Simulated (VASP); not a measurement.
Runs of VASP 6.6.1 on P. The structure is that of space group P6_3/mmc (No. 194), or close to it. The cells are those of the table. 

```csv
task,cell,cutoff (eV),gap on the mesh (eV),pressure (GPa)
single point,"a = 2.403, b = 2.403, c = 3.962 Å, angles 90.0, 90.0, 120.0°, 2 atoms",520,none,(a)
relaxation of cell and atoms,"relaxed to 72 GPa from a = 2.403, b = 2.403, c = 3.961 Å, angles 90.0, 90.0, 120.0°, 2 atoms",600,none,72.0
relaxation of cell and atoms,"relaxed to 72 GPa from a = 2.423, b = 2.423, c = 3.925 Å, angles 90.0, 90.0, 120.0°, 2 atoms",600,none,72.0
single point,"a = 2.403, b = 2.403, c = 3.961 Å, angles 90.0, 90.0, 120.0°, 2 atoms",520,none,71.0
```

Alike in all rows: level PBE; potentials or basis VASP PAW PBE potentials, release 64 (P); no spin polarisation; k mesh 18 × 18 × 10; smearing fermi-dirac 0.08 eV.

**Question.** Estimate the missing entries.

**Answer.** (a) 70.8.

Caveats: the cell is relaxed towards a set pressure, so the enthalpy falls and the energy may rise (some runs).

A gap of «none» marks levels without a gap at the run's occupations.
